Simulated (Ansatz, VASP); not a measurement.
## MnGa3 in VASP and in Ansatz

```
CELL_PARAMETERS angstrom
0.00000 3.28943 3.28943
3.28943 0.00000 3.28943
3.28943 3.28943 0.00000
ATOMIC_POSITIONS crystal
Ga 0.25000 0.25000 0.25000
Ga 0.75000 0.75000 0.75000
Ga 0.50000 0.50000 0.50000
Mn 0.00000 0.00000 0.00000
```

Alike in both runs: task single point; functional PBE; k mesh 12 × 12 × 12; occupations gaussian, width 0.1 eV; no spin polarisation.

|  | VASP | Ansatz |
| --- | --- | --- |
| version | VASP 6.6.1 | Ansatz 0.2.0 |
| potentials or method | VASP PAW PBE potentials, release 64 (Ga_d, Mn_pv), cutoff 520 eV | scalar-relativistic, plane waves, PAW |
| valence electrons in the cell | 52 | 54 |

|  | VASP | Ansatz | Ansatz less VASP |
| --- | --- | --- | --- |
| gap on the k mesh at the Fermi level (eV) | none | none | - |
| pressure (GPa) | -10.2 | -10.2 | -0.08 |

A gap of «none» marks a metal or a gap that the smearing closes. VASP's potentials hold 52 valence electrons a cell and Ansatz's 54, so a difference there can come from the potentials and not from the codes.
